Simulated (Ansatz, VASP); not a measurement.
Two plane-wave programs on SnO

```
Sn O
1.0
     3.80870    0.00000    0.00000
     0.00000    3.80870    0.00000
     0.00000    0.00000    4.93087
Sn O
2 2
Cartesian
  1.9044 0.0000 1.1468
  0.0000 1.9044 3.7841
  0.0000 0.0000 0.0000
  1.9044 1.9044 0.0000
```

Alike in both runs: task single point; functional r2SCAN; k mesh 10 × 10 × 8; occupations gaussian, width 0.01 eV; no spin polarisation.

|  | VASP | Ansatz |
| --- | --- | --- |
| version | VASP 6.6.1 | Ansatz 0.2.0 |
| potentials or method | VASP PAW PBE potentials, release 64 (Sn_d, O), cutoff 520 eV | scalar-relativistic, plane waves, PAW |
| valence electrons in the cell | 40 | 40 |

```csv
,VASP,Ansatz,Ansatz less VASP
gap on the k mesh at the Fermi level (eV),0.37,0.36,-0.007
least direct gap on the mesh (eV),2.32,2.36,+0.041
pressure (GPa),0.6,0.0,-0.57
rms of the force components (eV/Å),0.057,0.001,-0.0562
```

VASP's potentials were made for PBE, not for r2SCAN. Atom by atom the forces differ by 0.059 eV/Å (rms over components).
